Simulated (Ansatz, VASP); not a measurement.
## CaZn2Re2 in VASP and in Ansatz

The input INCAR:

```
PREC = Accurate ; ENCUT = 520
EDIFF = 1E-6 ; ISMEAR = -1
SIGMA = 0.1 ; LREAL = F
LASPH = T ; NELM = 100
ALGO = Normal ; ISIF = 2
LWAVE = F ; LCHARG = F
GGA = PS ; NBANDS = 32
```

File KPOINTS:

```
Automatic mesh
0
Gamma
  5 5 3
```

The input POSCAR:

```
CaZn2Re2
1.0
    3.9910650000      0.0000000000      0.0000000000
   -1.9955330000      3.4563650000      0.0000000000
    0.0000000000      0.0000000000      6.7077940000
Zn Ca Re
2 1 2
Direct
    0.3333000000      0.6667000000      0.6307000000
    0.6667000000      0.3333000000      0.3693000000
    0.0000000000      0.0000000000      0.0000000000
    0.3333000000      0.6667000000      0.2571000000
    0.6667000000      0.3333000000      0.7429000000
```

Input for Ansatz:

```yaml
crystal:
  lattice:
    - [3.991065, 0.0, 0.0]
    - [-1.995533, 3.456365, 0.0]
    - [0.0, 0.0, 6.707794]
  atoms:
    - { symbol: Zn, position: [0.3333, 0.6667, 0.6307] }
    - { symbol: Zn, position: [0.6667, 0.3333, 0.3693] }
    - { symbol: Ca, position: [0.0, 0.0, 0.0] }
    - { symbol: Re, position: [0.3333, 0.6667, 0.2571] }
    - { symbol: Re, position: [0.6667, 0.3333, 0.7429] }
  symmetry: { tolerance: 0.0003 }
kpoints:
  mp_grid: { grid: [5, 5, 3], shift: [0, 0, 0] }
magnetization:
  spin_polarized: false
scf:
  occupations: { method: fermi_dirac }
  lower_state_search: "off"
hamiltonian:
  pseudopotentials: { kind: paw }
  xc: pbesol
basis:
  ecutwfc: 420
output:
  forces: true
  stress: true
  eigenvalues: true
```

Alike in both runs: task single point; functional PBEsol; k mesh 5 × 5 × 3; no spin polarisation.

```csv
,VASP,Ansatz
version,VASP 6.6.1,Ansatz 0.2.0
potentials or method,"VASP PAW PBE potentials, release 64 (Zn, Ca_sv, Re), cutoff 520 eV",PAW plane waves
occupations,"fermi-dirac, width 0.1 eV",fermi-dirac
valence electrons in the cell,48,64
```

```tsv
	VASP	Ansatz	Ansatz less VASP
gap on the k mesh at the Fermi level (eV)	none	none	-
pressure (GPa)	7.6	7.2	-0.46
traceless stress, the component that is largest in VASP (GPa)	-1.04	-1.02	+0.026
rms of the force components (eV/Å)	0.348	0.330	-0.0184
```

VASP's potentials were made for PBE, not for PBEsol. Atom by atom the forces differ by 0.019 eV/Å (rms over components). A gap of «none» marks a metal or a gap that the smearing closes. VASP's potentials hold 48 valence electrons a cell and Ansatz's 64, so a difference there can come from the potentials and not from the codes. Ansatz's warnings: structure snapped to symmetry.

The k mesh is coarse, so the values compare programs but aren't converged. Neither program's run includes spin-orbit coupling.
